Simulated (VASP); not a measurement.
# CaS (Fm-3m) in VASP: single point with r2SCAN

Aim: the single point of CaS with r2SCAN.

All numbers are computed with VASP 6.6.1; they aren't measurements. Logs are shortened: lines on timing, memory, paths and dates and some standing lists are left out, and cuts for length are marked.

**1. The cell of the first run**

It takes space group Fm-3m (No. 225, cubic). The conventional cell has a = 5.669 Å, b = 5.669 Å, c = 5.669 Å, α = 90.00°, β = 90.00°, γ = 90.00°. Ca (site symmetry m-3m) has 6 S at 2.83 Å within 3.7 Å. Within 3.7 Å of S (site symmetry m-3m) lie 6 Ca at 2.83 Å.

**2. Single point, r2SCAN**

POSCAR

```
CaS
1.0
    0.0000000000      2.8346440000      2.8346440000
    2.8346440000      0.0000000000      2.8346440000
    2.8346440000      2.8346440000      0.0000000000
Ca S
1 1
Direct
    0.0000000000      0.0000000000      0.0000000000
    0.5000000000      0.5000000000      0.5000000000
```

INCAR.step1

```
  PREC = Accurate
  ENCUT = 550
  ISMEAR = -1
  SIGMA = 0.1
  LREAL = F
  LASPH = T
  NELM = 120
  NBANDS = 15
  GGA = PE
  ALGO = Normal
  EDIFF = 1E-5
  LWAVE = T
  LCHARG = F
  GGA_COMPAT = F
```

INCAR.step2

```
  PREC = Accurate
  ENCUT = 550
  EDIFF = 1E-6
  ISMEAR = -1
  SIGMA = 0.1
  LREAL = F
  LASPH = T
  NELM = 120
  ALGO = Normal
  ISIF = 2
  LWAVE = F
  LCHARG = F
  METAGGA = R2SCAN
  LMIXTAU = T
  NBANDS = 15
  ISTART = 1
  GGA_COMPAT = F
```

KPOINTS

```
regular mesh
0
Gamma
  8 8 8
```

Potentials or basis: VASP PAW PBE potentials, release 64 (Ca_sv, S).

Launch:

```sh
> cat potpaw_PBE.64/Ca_sv/POTCAR potpaw_PBE.64/S/POTCAR > POTCAR
> cp INCAR.step1 INCAR
> mpirun -np 1 vasp_std > vasp.out
> cp INCAR.step2 INCAR
> mpirun -np 1 vasp_std > vasp.out
```

OUTCAR:

```text
PREC = Accurate
   ENCUT = 550
   EDIFF = 1E-6
   ISMEAR = -1
   LREAL = F
   LASPH = T
   NELM = 120
   ISIF = 2
   METAGGA = R2SCAN
   ISTART = 1

 ion  position               nearest neighbor table
   1  0.000  0.000  0.000-   2 2.83   2 2.83   2 2.83   2 2.83   2 2.83   2 2.83
   2  0.500  0.500  0.500-   1 2.83   1 2.83   1 2.83   1 2.83   1 2.83   1 2.83

  LATTYP: Found a face centered cubic cell.
 ALAT       =     5.6692880000

  Lattice vectors:

 A1 = (   0.0000000000,   2.8346440000,   2.8346440000)
 A2 = (   2.8346440000,   0.0000000000,   2.8346440000)
 A3 = (   2.8346440000,   2.8346440000,   0.0000000000)

Analysis of symmetry for initial positions (statically):
=====================================================================
 Subroutine PRICEL returns:
 Original cell was already a primitive cell.

 Routine SETGRP: Setting up the symmetry group for a
 face centered cubic supercell.

 Subroutine GETGRP returns: Found 48 space group operations
 (whereof 48 operations were pure point group operations)
 out of a pool of 48 trial point group operations.

The static configuration has the point symmetry O_h .

Analysis of symmetry for dynamics (positions and initial velocities):
=====================================================================
 Subroutine PRICEL returns:
 Original cell was already a primitive cell.

 Routine SETGRP: Setting up the symmetry group for a
 face centered cubic supercell.

 Subroutine GETGRP returns: Found 48 space group operations
 (whereof 48 operations were pure point group operations)
 out of a pool of 48 trial point group operations.

The dynamic configuration has the point symmetry O_h .

 Subroutine INISYM returns: Found 48 space group operations
 (whereof 48 operations are pure point group operations),
 and found     1 'primitive' translations

----------------------------------------------------------------------------------------

                                     Primitive cell

  volume of cell :      45.5539

  direct lattice vectors                    reciprocal lattice vectors
     0.000000000  2.834644000  2.834644000    -0.176388993  0.176388993  0.176388993
     2.834644000  0.000000000  2.834644000     0.176388993 -0.176388993  0.176388993
     2.834644000  2.834644000  0.000000000     0.176388993  0.176388993 -0.176388993

  length of vectors
     4.008791989  4.008791989  4.008791989     0.305514697  0.305514697  0.305514697

  position of ions in fractional coordinates (direct lattice)
     0.000000000  0.000000000  0.000000000
[... 88 lines left out ...]
   PSTRESS=    0.0 pullay stress
   NELECT =      16.0000    total number of electrons
   NUPDOWN=      -1.0000    fix difference up-down
   EMIN   =  10.00;   EMAX   =-10.00  energy-range for DOS
   EFERMI =   0.00;   METHOD = LEGACY
   ISMEAR =    -1;   SIGMA  =   0.10  broadening in eV -4-tet -1-fermi 0-gaus
   EFERMI_NEDOS =   21; number of points for ismear=-14 and -15
   IALGO  =     38    algorithm
   IMIX   =      4    mixing-type and parameters
     AMIX     =   0.40;   BMIX     =  1.00
     AMIX_MAG =   1.60;   BMIX_MAG =  1.00
  volume/ion in A,a.u.               =      22.78       153.71
  Fermi-wavevector in a.u.,A,eV,Ry     =   1.155065  2.182756 18.152545  1.334174
  Thomas-Fermi vector in A             =   2.291696
   LORBIT       =      0    0 simple, 1 ext, 2 COOP (PROOUT), +10 PAW based schemes
   METAGGA = R2SCAN    functional components
   LHFCALC =     F    Hartree Fock is set to
   AEXX    =    0.0000 exact exchange contribution
   IVDW    =     0    specifies the selected vdW correction
   LEPSILON=     F    determine dielectric tensor
   LRPA    =     F    only Hartree local field effects (RPA)
 non-spin polarized calculation
  energy-cutoff  :      550.00
  volume of cell :       45.55
 maximum number of plane-waves:      1363
   NGX = 15   NGY = 15   NGZ = 15

 number of electron      15.9999999 magnetization

 Free energy of the ion-electron system (eV)
  ---------------------------------------------------
  ext. energy  EPLUGINS =         0.00000000
  ---------------------------------------------------
  free energy    TOTEN  =       -19.93890653 eV

  energy without entropy =      -19.93890647  energy(sigma->0) =      -19.93890650

 E-fermi :   3.9974     XC(G=0):  -9.8450

 val. band max:        2.5850379929   @ k =   0.0000   0.0000   0.0000
 cond. band min:       5.3564091065   @ k =   0.5000   0.5000   0.0000
 fundamental gap:      2.7713711136
 Fermi energy:         3.9974492994

 k-point     1 :       0.0000    0.0000    0.0000
  band No.  band energies     occupation
      1     -38.0859      2.00000
      2     -18.1880      2.00000
      3     -18.1880      2.00000
      4     -18.1880      2.00000
      5      -9.2558      2.00000
      6       2.5850      2.00000
      7       2.5850      2.00000
      8       2.5850      2.00000
      9       7.2545      0.00000
     10       7.2545      0.00000
     11       7.2545      0.00000
     12       7.6019      0.00000
     13       7.9032      0.00000
     14       7.9032      0.00000
[... 401 lines left out ...]
      2     -18.3353      2.00000
      3     -18.2398      2.00000
      4     -18.2150      2.00000
      5      -8.4338      2.00000
      6      -0.0945      2.00000
      7       1.0534      2.00000
      8       1.3860      2.00000
      9       8.1416      0.00000
     10       8.4827      0.00000
     11       9.6986      0.00000
     12      10.0597      0.00000
     13      10.3321      0.00000
     14      11.3049      0.00000
     15      12.7606      0.00000

 [... further k-points ...]

------------------------ aborting loop because EDIFF is reached ----------------------------------------

  FORCE on cell =-STRESS in cart. coord.  units (eV):
  Direction    XX          YY          ZZ          XY          YZ          ZX
  --------------------------------------------------------------------------------------
  -------------------------------------------------------------------------------------
  Total        0.3420468      0.3420468      0.3420468      0.0000000      0.0000000      0.0000000
  in kB       12.0301354     12.0301354     12.0301354      0.0000000      0.0000000      0.0000000
  external PRESSURE =      12.0301354 kB  Pullay stress =       0.0000000 kB

 VOLUME and BASIS-vectors are now :
 -----------------------------------------------------------------------------
  energy-cutoff  :      550.00
  volume of cell :       45.55
      direct lattice vectors                 reciprocal lattice vectors
     0.000000000  2.834644000  2.834644000    -0.176388993  0.176388993  0.176388993
     2.834644000  0.000000000  2.834644000     0.176388993 -0.176388993  0.176388993
     2.834644000  2.834644000  0.000000000     0.176388993  0.176388993 -0.176388993

 POSITION                                       TOTAL-FORCE (eV/Angst)
 -----------------------------------------------------------------------------------
      0.00000      0.00000      0.00000         0.000000     -0.000000      0.000000
      2.83464      2.83464      2.83464         0.000000      0.000000     -0.000000
 -----------------------------------------------------------------------------------
    total drift:                                0.000000     -0.000000     -0.000000

  FREE ENERGIE OF THE ION-ELECTRON SYSTEM (eV)
  ---------------------------------------------------
  free  energy   TOTEN  =       -19.9389065338 eV

  energy  without entropy=      -19.9389064722  energy(sigma->0) =      -19.93890650
```

OUTCAR.step1:

```text
PREC = Accurate
   ENCUT = 550
   ISMEAR = -1
   LREAL = F
   LASPH = T
   NELM = 120
[... 650 lines left out ...]
 -----------------------------------------------------------------------------------
      0.00000      0.00000      0.00000         0.000000     -0.000000      0.000000
      2.83464      2.83464      2.83464        -0.000000      0.000000     -0.000000
 -----------------------------------------------------------------------------------
    total drift:                                0.000000     -0.000000     -0.000000

  FREE ENERGIE OF THE ION-ELECTRON SYSTEM (eV)
  ---------------------------------------------------
  free  energy   TOTEN  =       -10.3597831175 eV

  energy  without entropy=      -10.3597826256  energy(sigma->0) =      -10.35978287
```

OSZICAR.step1:

```text
N       E                     dE             d eps       ncg     rms          rms(c)
DAV:   1     0.114083506478E+03    0.11408E+03   -0.80502E+03   870   0.105E+03
DAV:   2    -0.565269049382E+01   -0.11974E+03   -0.11275E+03  1087   0.254E+02
DAV:   3    -0.104311857297E+02   -0.47785E+01   -0.47437E+01  1190   0.495E+01
DAV:   4    -0.106116032420E+02   -0.18042E+00   -0.18035E+00  1246   0.848E+00
DAV:   5    -0.106132195300E+02   -0.16163E-02   -0.16163E-02  1223   0.831E-01    0.506E+00
DAV:   6    -0.103615215636E+02    0.25170E+00   -0.38508E-01  1038   0.321E+00    0.339E+00
DAV:   7    -0.103533308473E+02    0.81907E-02   -0.10660E-01  1114   0.205E+00    0.181E+00
DAV:   8    -0.103599431520E+02   -0.66123E-02   -0.19775E-02  1010   0.117E+00    0.322E-01
DAV:   9    -0.103594981472E+02    0.44500E-03   -0.10685E-03  1101   0.323E-01    0.793E-02
DAV:  10    -0.103597403449E+02   -0.24220E-03   -0.29043E-04  1057   0.123E-01    0.263E-02
DAV:  11    -0.103597834718E+02   -0.43127E-04   -0.72734E-05  1045   0.712E-02    0.248E-02
DAV:  12    -0.103597831175E+02    0.35426E-06   -0.33763E-06   618   0.136E-02
   1 F= -.10359783E+02 E0= -.10359783E+02  d E =-.491912E-06
```

It took 1.9 min on 1 thread of AMD EPYC 7R43 (Zen 3), shared host; peak memory 0.16 GiB.

Results:

* Free energy: -19.9389 eV
* Pressure: 1.2 GPa
* Band gap on the k mesh: 2.77 eV (least direct gap 3.61 eV)

Caveat: the PAW data sets were made with another functional, which shifts forces and pressure a little.
